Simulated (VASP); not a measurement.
Write the native input for VASP 6.6.1 that does the following.

```
Task                   : single point
Functional             : PBE
Potentials or basis    : VASP PAW PBE potentials, release 64 (K_sv, I)
Cutoff                 : 520 eV
k mesh                 : 6 × 6 × 6
Occupations            : gaussian, width 0.05 eV
Spin                   : no spin polarisation
Dipole correction      : no
Further INCAR settings : ALGO = Normal; EDIFF = 1e-06; NBANDS = 15
```

The structure of KI lies in POSCAR:

```
KI
1.0
    0.0000000000      3.5245500000      3.4893045000
    3.5245500000      0.0000000000      3.4893045000
    3.5245500000      3.5245500000      0.0000000000
K I
1 1
Direct
    0.0000000000      0.0000000000      0.0000000000
    0.5000000000      0.5000000000      0.5000000000
```

This cell differs from its parent crystal: strain -0.0100 x Voigt [0, 0, 1, 0, 0, 0].

These files were run (other wordings do the same):

INCAR

```
PREC     = Accurate       # precision mode
ENCUT    = 520            # plane-wave cutoff, eV
EDIFF    = 1E-6           # SCF threshold, eV
ISMEAR   = 0              # smearing method
SIGMA    = 0.05           # smearing width, eV
LREAL    = F              # projectors in reciprocal space
LASPH    = T              # aspherical terms in the spheres
NELM     = 100            # most SCF steps
ALGO     = Normal         # electronic algorithm
ISIF     = 2              # what is computed and relaxed
LWAVE    = F              # write WAVECAR
LCHARG   = F              # write CHGCAR
GGA      = PE             # functional
NBANDS   = 15             # bands
```

KPOINTS

```
Automatic mesh
0
Gamma
  6 6 6
```

Potentials or basis: VASP PAW PBE potentials, release 64 (K_sv, I).

The run is started by

```console
$ cat potpaw_PBE.64/K_sv/POTCAR potpaw_PBE.64/I/POTCAR > POTCAR
$ mpirun -np 1 vasp_std > vasp.out
```

It gave:

The pressure is 0.9 GPa and the band gap on the k mesh is 4.00 eV, direct.

Caveat: the cell differs from its parent crystal (strain -0.0100 x Voigt [0, 0, 1, 0, 0, 0]); spin-orbit coupling is left out, which moves the levels of the heavy elements.

Wall time 61 s on 1 thread of Intel(R) Xeon(R) Platinum 8488C (Sapphire Rapids) (shared host), peak memory 0.24 GiB.
